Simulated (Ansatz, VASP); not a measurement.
Ir in VASP and in Ansatz

INCAR

```
PREC = Accurate
ENCUT = 520
EDIFF = 1E-6
ISMEAR = -1
SIGMA = 0.1
LREAL = False
LASPH = True
NELM = 60
ALGO = Normal
ISIF = 2
LWAVE = False
LCHARG = True
GGA = CA
LELF = True
LVHAR = True
NBANDS = 10
```

KPOINTS

```
Automatic mesh
0
Gamma
  15 15 15
```

POSCAR

```
Ir
1.0
    2.1311929121      0.0000000000      0.0000000000
    0.0000000000      2.1311929121      0.0000000000
    0.0000000000      0.0000000000      2.1311929121
Ir
1
Direct
    0.0000000000      0.0000000000      0.0000000000
```

Input for Ansatz:

```yaml
crystal:
  lattice:
    - [2.1311929121, 0.0, 0.0]
    - [0.0, 2.1311929121, 0.0]
    - [0.0, 0.0, 2.1311929121]
  atoms:
    - { symbol: Ir, position: [0.0, 0.0, 0.0] }
kpoints:
  mp_grid: { grid: [15, 15, 15] }
scf:
  occupations: { method: fermi_dirac, width: 0.1 }
hamiltonian:
  xc: lda
  pseudopotentials: { kind: paw, level: accurate }
output:
  forces: true
  stress: true
  eigenvalues: true
```

Alike in both runs: task single point; functional LDA; k mesh 15 × 15 × 15; occupations fermi-dirac, width 0.1 eV; no spin polarisation.

```csv
,VASP,Ansatz
version,VASP 6.6.1,Ansatz 0.2.0
potentials or method,"VASP PAW LDA potentials, release 64 (Ir)","PAW with other files of Ansatz's library (level accurate), scalar-relativistic"
plane-wave cutoff (eV),520,740
valence electrons in the cell,9,31
```

|  | VASP | Ansatz | Ansatz less VASP |
| --- | --- | --- | --- |
| pressure (GPa) | 482.7 | 493.4 | +10.65 |

LDA's correlation is that of Perdew and Zunger in VASP and of Perdew and Wang (1992) in Ansatz. Both programs put the cell under a high pressure, so it lies far from rest at this level. VASP's potentials hold 9 valence electrons a cell and Ansatz's 31, so a difference there can come from the potentials and not from the codes.

Spin-orbit coupling is off throughout. Noted on VASP's run: the cell as given lies far from equilibrium.
